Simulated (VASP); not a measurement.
Here is a VASP 6.6.1 calculation.

INCAR

```
SYSTEM = Ti3Si
PREC = Accurate
ENCUT = 520
EDIFF = 1E-7
ISMEAR = 0
SIGMA = 0.1
LREAL = .FALSE.
LASPH = .TRUE.
NELM = 100
ALGO = Fast
ISIF = 2
LWAVE = .FALSE.
LCHARG = .FALSE.
GGA = PS
NBANDS = 50
```

KPOINTS

```
Automatic mesh
0
G
  6 6 8
  0 0 0
```

File POSCAR:

```
Ti3Si
1.0
    5.3611907894      0.0000000000      0.0000000000
   -2.6805953947      4.6429274181      0.0000000000
    0.0000000000      0.0000000000      4.3301363362
Ti Si
6 2
Direct
    0.3428439039      0.1714219520      0.7500000000
    0.8285780480      0.1714219520      0.7500000000
    0.8285780480      0.6571560961      0.7500000000
    0.6571560961      0.8285780480      0.2500000000
    0.1714219520      0.8285780480      0.2500000000
    0.1714219520      0.3428439039      0.2500000000
    0.3333333333      0.6666666667      0.7500000000
    0.6666666667      0.3333333333      0.2500000000
```

Potentials or basis: VASP PAW PBE potentials, release 64 (Ti_sv, Si).

Command:

```console
$ cat potpaw_PBE.64/Ti_sv/POTCAR potpaw_PBE.64/Si/POTCAR > POTCAR
$ mpirun -np 1 vasp_std > vasp.out
```

(1) What does it give for the band gap on the k mesh?

(2) Estimate the largest force.

Answers

(1) zero (bands 40 and 41 overlap by 0.51 eV).

(2) 0.015 eV/Å.

Caveat: the PAW data sets were made with another functional, which shifts forces and pressure a little.
